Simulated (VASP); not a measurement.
Write the native input for VASP 6.6.1 that does the following.

* Task: single point
* Functional: PBEsol
* Potentials or basis: VASP PAW PBE potentials, release 64 (Pb_d)
* Cutoff: 520 eV
* k mesh: 9 × 9 × 5
* Occupations: fermi-dirac, width 0.05 eV
* Spin: no spin polarisation
* Dipole correction: no
* Further INCAR settings: ALGO = Normal; EDIFF = 1e-06; NBANDS = 21

The structure of Pb lies in POSCAR:

```
Pb
1.0
    3.1241666727      0.0000000000      0.0000000000
   -1.5620833364      2.7056077043      0.0000000000
    0.0000000000      0.0000000000      5.2281363880
Pb
2
Direct
    0.6666666667      0.3333333333      0.7500000000
    0.3333333333      0.6666666667      0.2500000000
```

The input as run:

INCAR

```
SYSTEM = Pb
PREC = Accurate ; ENCUT = 520
EDIFF = 1E-6 ; ISMEAR = -1
SIGMA = 0.05 ; LREAL = .FALSE.
LASPH = .TRUE. ; NELM = 60
ALGO = Normal ; ISIF = 2
LWAVE = .FALSE. ; LCHARG = .FALSE.
GGA = PS ; NBANDS = 21
```

KPOINTS

```
regular mesh
0
G
  9 9 5
  0 0 0
```

Potentials or basis: VASP PAW PBE potentials, release 64 (Pb_d).

Run with:

```console
$ cat potpaw_PBE.64/Pb_d/POTCAR > POTCAR
$ mpirun -np 1 vasp_std > vasp.out
```

It gave:

```yaml
Pressure: 29.9 GPa
Band_gap_on_the_k_mesh: zero (band 14 reaches 19.16 eV, above the bottom of band 15 at 8.43 eV)
```

Caveat: the PAW data sets were made with another functional, which shifts forces and pressure a little; spin-orbit coupling is left out, which moves the levels of the heavy elements.

Run time: 8.8 s on 1 thread of Intel(R) Xeon(R) 6975P-C (Granite Rapids), with other jobs on the host, peak memory 0.16 GiB.
